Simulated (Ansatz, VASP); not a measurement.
## CsPbCl3 in VASP and in Ansatz

The input INCAR:

```
SYSTEM = CsPbCl3
ALGO = Normal
EDIFF = 1E-6
ENCUT = 520
GGA = PE
ISIF = 2
ISMEAR = 0
LASPH = .True.
LCHARG = .False.
LREAL = .False.
LWAVE = .False.
NBANDS = 30
NELM = 60
PREC = Accurate
SIGMA = 0.05
```

Contents of KPOINTS:

```
k-points
0
Gamma
  6 6 6
  0 0 0
```

POSCAR

```
CsPbCl3
1.0
    5.6050000000      0.0000000000      0.0000000000
    0.0000000000      5.6050000000      0.0000000000
    0.0000000000      0.0000000000      5.6050000000
Cs Pb Cl
1 1 3
Direct
    0.0000000000      0.0000000000      0.0000000000
    0.5000000000      0.5000000000      0.5000000000
    0.5000000000      0.5000000000      0.0000000000
    0.0000000000      0.5000000000      0.5000000000
    0.5000000000      0.0000000000      0.5000000000
```

Input for Ansatz:

```yaml
crystal:
  lattice:
    - [5.605, 0.0, 0.0]
    - [0.0, 5.605, 0.0]
    - [0.0, 0.0, 5.605]
  atoms:
    - { symbol: Cs, position: [0.0, 0.0, 0.0] }
    - { symbol: Pb, position: [0.5, 0.5, 0.5] }
    - { symbol: Cl, position: [0.5, 0.5, 0.0] }
    - { symbol: Cl, position: [0.0, 0.5, 0.5] }
    - { symbol: Cl, position: [0.5, 0.0, 0.5] }
basis:
  ecutwfc: 500
  fft_grid_basis: typed
kpoints:
  mp_grid: { grid: [6, 6, 6] }
hamiltonian:
  xc: pbe
  pseudopotentials: { kind: paw }
scf:
  occupations: { method: gaussian, width: 0.05 }
output:
  forces: true
  stress: true
  eigenvalues: true
  bader: true
  write_density: true
  volumetric_format: npy
  elf: true
```

Alike in both runs: task single point; functional PBE; k mesh 6 × 6 × 6; occupations gaussian, width 0.05 eV; no spin polarisation.

|  | VASP | Ansatz |
| --- | --- | --- |
| version | VASP 6.6.1 | Ansatz 0.2.0 |
| potentials or method | VASP PAW PBE potentials, release 64 (Cs_sv, Pb_d, Cl), cutoff 520 eV | scalar-relativistic, plane waves, PAW |
| valence electrons in the cell | 44 | 44 |

|  | VASP | Ansatz | Ansatz less VASP |
| --- | --- | --- | --- |
| gap on the k mesh at the Fermi level (eV) | 1.94 | 1.93 | -0.010 |
| pressure (GPa) | 1.7 | 1.8 | +0.05 |

With one functional, cell and mesh, what is left measures potentials, basis and numerics.

Spin-orbit coupling is off throughout.
